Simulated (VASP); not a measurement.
Mg2Si: single point with PBE

Mg2Si:

```
Mg Si
1.0
     0.00000    3.16897    3.16897
     3.16897    0.00000    3.16897
     3.16897    3.16897    0.00000
Mg Si
2 1
Direct
  0.25000 0.25000 0.25000
  0.75000 0.75000 0.75000
  0.00000 0.00000 0.00000
```

```
Program             : VASP 6.6.1
Task                : single point
Functional          : PBE
Potentials or basis : VASP PAW PBE potentials, release 64 (Mg, Si)
Cutoff              : 600 eV
k mesh              : 4 × 4 × 4
Occupations         : gaussian, width 0.01 eV
Spin                : no spin polarisation
```

```
Pressure               : 0.6 GPa
Band gap on the k mesh : 0.16 eV, indirect (least direct gap 1.91 eV)
```

Levels at points of the mesh, in eV from the valence-band top:
```csv
k point,band 1,band 2,band 3,band 4,band 5,band 6,band 7,band 8
"(0.00, 0.00, 0.00)",-9.15,0.00,0.00,0.00,1.91,2.54,2.54,2.54
"(0.50, 0.00, 0.00)",-7.70,-4.80,-0.71,-0.71,1.26,2.52,2.52,4.99
"(0.50, 0.50, 0.00)",-7.13,-4.47,-1.97,-1.97,0.16,0.38,7.94,7.94
```

Run time: 19 s on 1 thread of Intel Xeon 8259CL, with other jobs on the host, peak memory 0.2 GiB.

Caveat: the k points lie up to 0.43 Å⁻¹ apart. A k mesh can miss the band edges.
